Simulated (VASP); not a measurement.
**Eu: single point with PBE**

Eu:

```xyz
1
Lattice="-2.2755 2.2755 2.2755 2.2755 -2.2755 2.2755 2.2755 2.2755 -2.2755" Properties=species:S:1:pos:R:3 pbc="T T T"
Eu    0.0000    0.0000    0.0000
```

```json
{
  "Program": "VASP 6.6.1",
  "Task": "single point",
  "Functional": "PBE",
  "Potentials or basis": "VASP PAW PBE potentials, release 64 (Eu)",
  "Cutoff": "520 eV",
  "k mesh": "11 × 11 × 11",
  "Occupations": "fermi-dirac, width 0.03 eV",
  "Spin": "collinear spin, ferromagnetic start",
  "Starting moments": "[7.0] μB"
}
```

* Pressure: -1.6 GPa
* Net moment: 7.29 μB per cell
* Site moments: Eu +6.68 μB
* Valence electrons inside the program's atomic spheres: Eu 14.72

Levels at points of the mesh, in eV from the Fermi level:
Spin up:
```tsv
k point	band 8	band 9	band 10	band 11	band 12	band 13	band 14	band 15	band 16	band 17
(0.00, 0.00, 0.00)	-0.52	-0.39	-0.39	-0.39	-0.36	1.72	1.72	1.72	3.24	3.24
```
Spin down:
```csv
k point,band 1,band 2,band 3,band 4,band 5,band 6,band 7,band 8,band 9,band 10
"(0.00, 0.00, 0.00)",-38.61,-18.06,-18.06,-18.06,-3.53,2.65,2.65,2.65,4.00,4.00
```

It took 64 s on 1 thread of Intel(R) Xeon(R) 6975P-C (Granite Rapids), with other jobs on the host, peak memory 0.25 GiB.

Caveat: spin-orbit coupling is left out, which moves the levels of the heavy elements; semilocal functionals describe open f shells poorly, which spoils levels, moments and volumes. The state reached can hang on the start; a lower one may exist.
